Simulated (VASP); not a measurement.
Input of a VASP 6.6.1 run:

File INCAR:

```
  PREC = Accurate
  ENCUT = 500
  EDIFF = 1E-6
  ISMEAR = 0
  SIGMA = 0.2
  LREAL = False
  LASPH = True
  NELM = 120
  ALGO = Normal
  ISIF = 2
  LWAVE = False
  LCHARG = False
  GGA = PE
  NBANDS = 16
  GGA_COMPAT = False
```

KPOINTS

```
Automatic mesh
0
Gamma
  7 7 7
```

Contents of POSCAR:

```
GaP
1.0
   -1.7311161405      1.7311161405      3.0720893232
    1.7311161405     -1.7311161405      3.0720893232
    1.7311161405      1.7311161405     -3.0720893232
Ga P
1 1
Direct
    0.0744592085      0.0744592085      0.0000000000
    0.4643051215      0.4643051215      0.0000000000
```

Potentials or basis: VASP PAW PBE potentials, release 64 (Ga_d, P).

Command:

```bash
$ cat potpaw_PBE.64/Ga_d/POTCAR potpaw_PBE.64/P/POTCAR > POTCAR
$ mpirun -np 1 vasp_std > vasp.out
```

Problem. Estimate the pressure.

Solution. 0.0 GPa.

Problem. Predict the band gap on the k mesh.

Solution. Zero (band 9 reaches 6.56 eV, above the bottom of band 10 at 4.41 eV).

Problem. Predict the largest force.

Solution. 0.005 eV/Å.

Forces on the atoms (eV/Å):
```
Ga   0.000  0.000  0.005
P    0.000  0.000 -0.005
```

Caveat: the k points lie up to 0.37 Å⁻¹ apart.
